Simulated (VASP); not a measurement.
# Cu: single point with PBE

Cu:

```
CELL_PARAMETERS angstrom
1.93905 0.00000 0.00000
-0.96953 1.67927 0.00000
0.00000 0.00000 1.84553
ATOMIC_POSITIONS crystal
Cu 0.00000 0.00000 0.00000
```

* Program: VASP 6.6.1
* Task: single point
* Functional: PBE
* Potentials or basis: VASP PAW PBE potentials, release 64 (Cu_sv_GW)
* Cutoff: 700 eV
* k mesh: 22 × 22 × 21
* Occupations: fermi-dirac, width 0.08 eV
* Spin: no spin polarisation

```yaml
Pressure: 593.5 GPa
```

Stress tensor (GPa, compression positive):
```
592.66   0.00   0.00
  0.00 592.66   0.00
  0.00   0.00 595.07
```

Levels at points of the mesh, in eV from the Fermi level:
| k point | band 6 | band 7 | band 8 | band 9 | band 10 | band 11 | band 12 | band 13 | band 14 | band 15 |
| --- | --- | --- | --- | --- | --- | --- | --- | --- | --- | --- |
| (0.00, 0.00, 0.00) | -10.46 | -6.85 | -6.85 | -2.49 | -2.49 | 26.60 | 27.40 | 34.67 | 38.41 | 38.42 |
| (0.50, 0.00, 0.00) | -8.93 | -5.15 | -3.80 | -3.02 | -2.19 | 8.25 | 22.86 | 32.38 | 33.67 | 40.84 |

It took 110 s on 1 thread of Intel(R) Xeon(R) Platinum 8175M CPU @ 2.50GHz (Skylake/Cascade Lake), with other jobs on the host, peak memory 0.22 GiB.
